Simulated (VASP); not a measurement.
Here is a VASP 6.6.1 calculation.

The input INCAR:

```
ALGO = Normal
EDIFF = 1E-6
ENCUT = 520
ISIF = 2
ISMEAR = 0
LASPH = True
LCHARG = False
LREAL = False
LWAVE = False
NBANDS = 16
NELM = 60
PREC = Accurate
SIGMA = 0.03
```

File KPOINTS:

```
k-points
0
Gamma
  12 12 6
```

Contents of POSCAR:

```
Si
1.0
    3.8016851185      0.0000000000      0.0000000000
   -1.9008425593      3.2923558898      0.0000000000
    0.0000000000      0.0000000000      6.2886938331
Si
4
Direct
    0.3333333333      0.6666666667      0.0725769780
    0.6666666667      0.3333333333      0.5725769780
    0.3333333333      0.6666666667      0.4274230220
    0.6666666667      0.3333333333      0.9274230220
```

Potentials or basis: VASP PAW LDA potentials, release 64 (Si).

Run with:

```console
$ cat potpaw_LDA.64/Si/POTCAR > POTCAR
$ mpirun -np 1 vasp_std > vasp.out
```

Task: Estimate the band gap on the k mesh.

Result: Zero (bands 8 and 9 overlap by 0.11 eV).

Task: Predict the pressure.

Result: 0.4 GPa.

Task: Estimate the largest force.

Result: 1.881 eV/Å.

Forces in eV/Å, atoms in the order of the input:
```
Si   0.000  0.000 -1.881
Si   0.000  0.000 -1.881
Si   0.000  0.000  1.881
Si   0.000  0.000  1.881
```

Caveat: semilocal functionals underestimate gaps, so a narrow gap can read as zero; forces of over 1 eV/Å act on the atoms, so gaps and moduli don't describe the material at rest.
